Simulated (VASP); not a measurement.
**Si7N8O2: single point with PBE**

System: Si7N8O2.

```
CELL_PARAMETERS angstrom
5.83863 0.06278 0.10759
0.06278 6.03672 0.09796
0.10759 0.09796 5.82051
ATOMIC_POSITIONS crystal
Si 0.92167 0.57861 0.06921
Si 0.34001 0.38303 0.56480
Si 0.56836 0.03237 0.77499
Si 0.42819 0.01178 0.33369
Si 0.14705 0.92120 0.98718
Si 0.98241 0.64567 0.52170
Si 0.96894 0.26417 0.26091
N 0.98872 0.71526 0.79717
N 0.50725 0.84887 0.55435
N 0.05039 0.78504 0.23553
N 0.57931 0.32600 0.69427
N 0.19131 0.17280 0.43080
N 0.46140 0.52477 0.03980
N 0.45929 0.96013 0.04767
N 0.61070 0.51254 0.15948
O 0.04036 0.16880 0.95749
O 0.71949 0.16662 0.27456
```

```json
{"Program": "VASP 6.6.1", "Task": "single point", "Functional": "PBE", "Potentials or basis": "VASP PAW PBE potentials, release 64 (Si, N, O)", "Cutoff": "520 eV", "k mesh": "1 × 1 × 1, shifted", "Occupations": "fermi-dirac, width 0.1379 eV", "Spin": "no spin polarisation", "Dipole correction": "no", "Further INCAR settings": "LREAL = Auto; ALGO = Normal; EDIFF = 1e-06; NBANDS = 54; ISYM = -1"}
```

The pressure is 2.4 GPa. The largest force is 4.074 eV/Å.

Forces in eV/Å, atoms in the order of the input:
```
Si   1.050  1.353 -0.112
Si  -2.191  2.268  0.018
Si   0.120  0.832 -1.640
Si   3.197  0.952  0.050
Si   0.468 -0.814 -0.897
Si   1.050 -1.970 -2.397
Si   0.076 -0.627 -0.591
N    0.678  2.504  3.142
N    0.648  0.951  2.290
N   -1.128 -0.872  0.490
N    0.566 -3.252  1.684
N    1.654 -0.520 -1.028
N   -1.899 -0.302 -0.374
N   -2.846 -0.816 -2.236
N    0.339  1.564 -0.020
O    0.180  0.102  0.639
O   -1.962 -1.354  0.983
```

Stress tensor (GPa, compression positive):
```
-0.31 -4.28  0.28
-4.28  9.48 -0.76
 0.28 -0.76 -1.98
```

Levels at points of the mesh, in eV from the Fermi level:
| k point | band 37 | band 38 | band 39 | band 40 | band 41 | band 42 | band 43 | band 44 |
| --- | --- | --- | --- | --- | --- | --- | --- | --- |
| (0.25, 0.25, 0.25) | -2.15 | -1.85 | -1.64 | -0.52 | 0.52 | 1.20 | 1.56 | 2.01 |

It took 56 s on 1 thread of Intel Xeon 8259CL (shared host), peak memory 0.32 GiB.

Caveat: the standard files for N, O and F lose accuracy on very short bonds; the atoms stand as in a frame of molecular dynamics.
